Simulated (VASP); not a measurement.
# Be16C7 (a cell with a defect) in VASP: notebook

Runs on Be16C7 (a cell with a defect). Level: PBE. Tasks: relaxation of the atoms.

All numbers are computed with VASP 6.6.1; they aren't measurements. Logs are shortened: lines on timing, memory, paths and dates and some standing lists are left out, and cuts for length are marked.

## 1. The cell of the first run

The cell holds a defect, 23 atoms: a = 6.121 Å, b = 6.121 Å, c = 6.121 Å, α = 60.00°, β = 60.00°, γ = 60.00°.

## 2. Relaxation of the atoms, PBE (atoms taken out)

INCAR

```
PREC     = Accurate       # precision mode
ENCUT    = 520            # plane-wave cutoff, eV
EDIFF    = 1E-6           # SCF threshold, eV
ISMEAR   = 0              # smearing method
SIGMA    = 0.05           # smearing width, eV
LREAL    = Auto         
LASPH    = T              # aspherical terms in the spheres
NELM     = 60             # most SCF steps
ALGO     = Normal         # electronic algorithm
ISIF     = 2              # what is computed and relaxed
LWAVE    = F              # write WAVECAR
LCHARG   = F              # write CHGCAR
GGA      = PE             # functional
IBRION   = 2              # ionic algorithm
NSW      = 70             # ionic steps
EDIFFG   = -0.02          # ionic threshold
NELECT   = 56.0
```

KPOINTS

```
regular mesh
0
Gamma
  4 4 4
```

POSCAR

```
Be16C7
1.0
   -4.3284802126     -4.3284802126      0.0000000000
   -4.3284802126      0.0000000000     -4.3284802126
    0.0000000000     -4.3284802126     -4.3284802126
Be C
16 7
Direct
    0.3750000000      0.3750000000      0.3750000000
    0.8750000000      0.3750000000      0.3750000000
    0.3750000000      0.8750000000      0.3750000000
    0.8750000000      0.8750000000      0.3750000000
    0.3750000000      0.3750000000      0.8750000000
    0.8750000000      0.3750000000      0.8750000000
    0.3750000000      0.8750000000      0.8750000000
    0.8750000000      0.8750000000      0.8750000000
    0.1250000000      0.1250000000      0.1250000000
    0.6250000000      0.1250000000      0.1250000000
    0.1250000000      0.6250000000      0.1250000000
    0.6250000000      0.6250000000      0.1250000000
    0.1250000000      0.1250000000      0.6250000000
    0.6250000000      0.1250000000      0.6250000000
    0.1250000000      0.6250000000      0.6250000000
    0.6250000000      0.6250000000      0.6250000000
    0.5000000000      0.0000000000      0.5000000000
    0.0000000000      0.5000000000      0.5000000000
    0.5000000000      0.5000000000      0.5000000000
    0.0000000000      0.0000000000      1.0000000000
    0.5000000000      0.0000000000      1.0000000000
    0.0000000000      0.5000000000      1.0000000000
    0.5000000000      0.5000000000      1.0000000000
```

Potentials or basis: VASP PAW PBE potentials, release 64 (Be, C).

Started as:

```sh
> cat potpaw_PBE.64/Be/POTCAR potpaw_PBE.64/C/POTCAR > POTCAR
> mpirun -np 1 vasp_std > vasp.out
```

OUTCAR:

```text
PREC = Accurate
   ENCUT = 520
   EDIFF = 1E-6
   ISMEAR = 0
   LREAL = Auto
   LASPH = T
   NELM = 60
   ISIF = 2
   GGA = PE
   IBRION = 2
   NSW = 70
   EDIFFG = -0.02
   NELECT = 56.0

 ion  position               nearest neighbor table
   1  0.375  0.375  0.375-  19 1.87  18 1.87  17 1.87  23 1.87  14 2.16  15 2.16  10 2.16  11 2.16
                            12 2.16  13 2.16
   2  0.875  0.375  0.375-  18 1.87  19 1.87  22 1.87  13 2.16  14 2.16  16 2.16   9 2.16  11 2.16
                            12 2.16
   3  0.375  0.875  0.375-  17 1.87  19 1.87  21 1.87  13 2.16  15 2.16  16 2.16   9 2.16  10 2.16
                            12 2.16
   4  0.875  0.875  0.375-  17 1.87  18 1.87  20 1.87  14 2.16  15 2.16  16 2.16   9 2.16  10 2.16
                            11 2.16
   5  0.375  0.375  0.875-  23 1.87  21 1.87  22 1.87  19 1.87  15 2.16  16 2.16   9 2.16  10 2.16
                            11 2.16  14 2.16
   6  0.875  0.375  0.875-  22 1.87  20 1.87  18 1.87  23 1.87  15 2.16  16 2.16   9 2.16  10 2.16
                            12 2.16  13 2.16
   7  0.375  0.875  0.875-  21 1.87  20 1.87  17 1.87  23 1.87  14 2.16  16 2.16   9 2.16  11 2.16
                            12 2.16  13 2.16
   8  0.875  0.875  0.875-  20 1.87  21 1.87  22 1.87  13 2.16  14 2.16  15 2.16  10 2.16  11 2.16
                            12 2.16
   9  0.125  0.125  0.125-  20 1.87  21 1.87  22 1.87   5 2.16   6 2.16   7 2.16   2 2.16   3 2.16
[... 25 lines left out ...]
  22  0.000  0.500  0.000-   6 1.87  11 1.87   2 1.87   8 1.87   9 1.87   5 1.87  12 1.87  15 1.87

  23  0.500  0.500  0.000-   5 1.87  12 1.87   6 1.87   7 1.87  10 1.87  11 1.87   1 1.87  16 1.87

  LATTYP: Found a face centered cubic cell.
 ALAT       =     8.6569604252

  Lattice vectors:

 A1 = (  -4.3284802126,  -4.3284802126,   0.0000000000)
 A2 = (  -4.3284802126,   0.0000000000,  -4.3284802126)
 A3 = (   0.0000000000,  -4.3284802126,  -4.3284802126)

Analysis of symmetry for initial positions (statically):
=====================================================================
 Subroutine PRICEL returns:
 Original cell was already a primitive cell.

 Routine SETGRP: Setting up the symmetry group for a
 face centered cubic supercell.

 Subroutine GETGRP returns: Found 48 space group operations
 (whereof  8 operations were pure point group operations)
 out of a pool of 48 trial point group operations.

The static configuration has the point symmetry D_2h.
 The point group associated with its full space group is O_h .

Analysis of symmetry for dynamics (positions and initial velocities):
=====================================================================
 Subroutine PRICEL returns:
 Original cell was already a primitive cell.

[... 140 lines left out ...]
   ISYM   =      2    0-nonsym 1-usesym 2-fastsym
   POTIM  = 0.5000    time-step for ionic-motion
   TEBEG  =    0.0;   TEEND  =   0.0 temperature during run
   PSTRESS=    0.0 pullay stress
   NELECT =      56.0000    total number of electrons
   NUPDOWN=      -1.0000    fix difference up-down
   EMIN   =  10.00;   EMAX   =-10.00  energy-range for DOS
   EFERMI =   0.00;   METHOD = LEGACY
   ISMEAR =     0;   SIGMA  =   0.05  broadening in eV -4-tet -1-fermi 0-gaus
   EFERMI_NEDOS =   21; number of points for ismear=-14 and -15
   IALGO  =     38    algorithm
   IMIX   =      4    mixing-type and parameters
     AMIX     =   0.40;   BMIX     =  1.00
     AMIX_MAG =   1.60;   BMIX_MAG =  1.00
  volume/ion in A,a.u.               =       7.05        47.59
  Fermi-wavevector in a.u.,A,eV,Ry     =   1.148485  2.170322 17.946333  1.319018
  Thomas-Fermi vector in A             =   2.285160
   LORBIT       =      0    0 simple, 1 ext, 2 COOP (PROOUT), +10 PAW based schemes
   GGA     = PE    functional components
   LHFCALC =     F    Hartree Fock is set to
   AEXX    =    0.0000 exact exchange contribution
   IVDW    =     0    specifies the selected vdW correction
   LEPSILON=     F    determine dielectric tensor
   LRPA    =     F    only Hartree local field effects (RPA)
 conjugate gradient relaxation of ions
 non-spin polarized calculation
 Gauss-broadening in eV      SIGMA  =   0.05
  energy-cutoff  :      520.00
  volume of cell :      162.19
 maximum number of plane-waves:      4398
 NGX is ok and might be reduce to    48
   NGX = 23   NGY = 23   NGZ = 23

--------------------------------------- Ionic step        1  -------------------------------------------

 number of electron      56.0000000 magnetization

 Free energy of the ion-electron system (eV)
  ---------------------------------------------------
  ext. energy  EPLUGINS =         0.00000000
  ---------------------------------------------------
  free energy    TOTEN  =      -154.39980960 eV

  energy without entropy =     -154.39034659  energy(sigma->0) =     -154.39507810

------------------------ aborting loop because EDIFF is reached ----------------------------------------

  FORCE on cell =-STRESS in cart. coord.  units (eV):
  Direction    XX          YY          ZZ          XY          YZ          ZX
  --------------------------------------------------------------------------------------
  -------------------------------------------------------------------------------------
  Total      -35.8072684    -35.8072684    -35.8072684      0.0000000      0.0000000      0.0000000
  in kB     -353.7084774   -353.7084774   -353.7084774      0.0000000      0.0000000      0.0000000
  external PRESSURE =    -353.7084774 kB  Pullay stress =       0.0000000 kB
[... 152 lines left out ...]
  FREE ENERGIE OF THE ION-ELECTRON SYSTEM (eV)
  ---------------------------------------------------
  free  energy   TOTEN  =      -155.0328057691 eV

  energy  without entropy=     -155.0192888404  energy(sigma->0) =     -155.02604730

[... ionic steps 4 to 11 ...]

--------------------------------------- Ionic step       12  -------------------------------------------

 number of electron      56.0000001 magnetization

------------------------ aborting loop because EDIFF is reached ----------------------------------------
[... 109 lines left out ...]
--------------------------------------- Ionic step       14  -------------------------------------------

 number of electron      56.0000001 magnetization

 Free energy of the ion-electron system (eV)
  ---------------------------------------------------
  ext. energy  EPLUGINS =         0.00000000
  ---------------------------------------------------
  free energy    TOTEN  =      -155.27003070 eV

  energy without entropy =     -155.26285421  energy(sigma->0) =     -155.26644245

 E-fermi :   5.9609     XC(G=0): -10.8791

 val. band max:        5.9544581971   @ k =  -0.2500   0.2500   0.0000
 cond. band min:       5.9990068402   @ k =   0.5000   0.0000   0.0000
 fundamental gap:      0.0445486431
 Fermi energy:         5.9609439282

 k-point     1 :       0.0000    0.0000    0.0000
  band No.  band energies     occupation
      1      -7.4397      2.00000
      2      -4.9239      2.00000
      3      -4.9239      2.00000
      4      -4.9239      2.00000
      5      -4.7022      2.00000
      6      -4.1688      2.00000
[... 383 lines left out ...]
  FREE ENERGIE OF THE ION-ELECTRON SYSTEM (eV)
  ---------------------------------------------------
  free  energy   TOTEN  =      -155.2700306953 eV

  energy  without entropy=     -155.2628542101  energy(sigma->0) =     -155.26644245

 reached required accuracy - stopping structural energy minimisation
```

CONTCAR:

```text
Be16C7
   1.00000000000000
    -4.3284802125999997   -4.3284802125999997    0.0000000000000000
    -4.3284802125999997    0.0000000000000000   -4.3284802125999997
     0.0000000000000000   -4.3284802125999997   -4.3284802125999997
  Be              C
    16     7
Direct
     0.3782350304773882    0.3782350304773882    0.3652949085678355
     0.8631678879565958    0.4104963361302127    0.3631678879565957
     0.4104963361302127    0.8631678879565958    0.3631678879565957
     0.8631678879565958    0.8631678879565958    0.3631678879565957
     0.3782350304773882    0.3782350304773882    0.8782350304773880
     0.8652949085678355    0.3782350304773882    0.8782350304773880
[... 15 lines left out ...]
     0.0000000000000000    0.5000000000000000    0.0000000000000000
     0.5000000000000000    0.5000000000000000    0.0000000000000000

  0.00000000E+00  0.00000000E+00  0.00000000E+00
  0.00000000E+00  0.00000000E+00  0.00000000E+00
  0.00000000E+00  0.00000000E+00  0.00000000E+00
  0.00000000E+00  0.00000000E+00  0.00000000E+00
  0.00000000E+00  0.00000000E+00  0.00000000E+00
  0.00000000E+00  0.00000000E+00  0.00000000E+00
[... 15 lines left out ...]
  0.00000000E+00  0.00000000E+00  0.00000000E+00
  0.00000000E+00  0.00000000E+00  0.00000000E+00
```

Run time: 24 min. Hardware: 1 thread of Intel Xeon Platinum 8259CL at 2.50GHz (Skylake/Cascade Lake), shared host; peak memory 0.34 GiB.

What came out:

```
Free energy                  : -155.2700 eV
Energy gained by relaxing    : 37.8 meV/atom
Ionic steps                  : 14
Largest force after relaxing : 0.012 eV/Å
```

Forces in eV/Å, atoms in the order of the input:
```
Be   0.003 -0.003 -0.003
Be  -0.007  0.007 -0.007
Be  -0.007 -0.007  0.007
Be   0.007  0.007  0.007
Be   0.003  0.003  0.003
Be  -0.003 -0.003  0.003
Be  -0.003  0.003 -0.003
Be   0.007 -0.007 -0.007
Be  -0.007  0.007  0.007
Be   0.003 -0.003  0.003
Be   0.003  0.003 -0.003
Be  -0.003 -0.003 -0.003
Be  -0.007 -0.007 -0.007
Be   0.007  0.007 -0.007
Be   0.007 -0.007  0.007
Be  -0.003  0.003  0.003
C    0.000  0.000  0.000
C    0.000  0.000  0.000
C    0.000  0.000  0.000
C    0.000  0.000  0.000
C    0.000  0.000  0.000
C    0.000  0.000  0.000
C    0.000  0.000  0.000
```

The path:
```
step  energy change (eV)  largest force (eV/Å)  pressure (GPa)
   1              0.0000                1.6286          -35.37
   2             -0.6069                0.4304          -33.55
   3             -0.6330                0.6209          -32.99
   4             -0.6347                0.6842          -32.83
   5             -0.7867                0.3065          -32.34
   6             -0.8126                0.3039          -31.84
   7             -0.8158                0.3051          -31.98
   8             -0.8543                0.1750          -31.07
   9             -0.8574                0.1568          -29.85
  10             -0.8692                0.0667          -30.51
  11             -0.8696                0.0684          -30.38
  12             -0.8696                0.0675          -30.41
  13             -0.8696                0.0597          -30.48
  14             -0.8702                0.0122          -30.45
```

Final structure:
```
Be C
1.0
    -4.32848   -4.32848    0.00000
    -4.32848    0.00000   -4.32848
     0.00000   -4.32848   -4.32848
Be C
16 7
Direct
  0.37824 0.37824 0.36529
  0.86317 0.41050 0.36317
  0.41050 0.86317 0.36317
  0.86317 0.86317 0.36317
  0.37824 0.37824 0.87823
  0.86529 0.37824 0.87823
  0.37824 0.86529 0.87823
  0.86317 0.86317 0.91050
  0.13683 0.13683 0.08950
  0.62177 0.13471 0.12176
  0.13471 0.62177 0.12176
  0.62177 0.62177 0.12176
  0.13683 0.13683 0.63683
  0.58950 0.13683 0.63683
  0.13683 0.58950 0.63683
  0.62177 0.62177 0.63471
  0.50000 0.00000 0.50000
  0.00000 0.50000 0.50000
  0.50000 0.50000 0.50000
  0.00000 0.00000 0.00000
  0.50000 0.00000 0.00000
  0.00000 0.50000 0.00000
  0.50000 0.50000 0.00000
```

Caveat: the cell carries a net charge on a neutralising background, which shifts energy and pressure; the cell differs from its parent crystal (atoms taken out); the cell is charged against a uniform background, so pressure and absolute levels hang on convention.

[end of part 1 of 2]
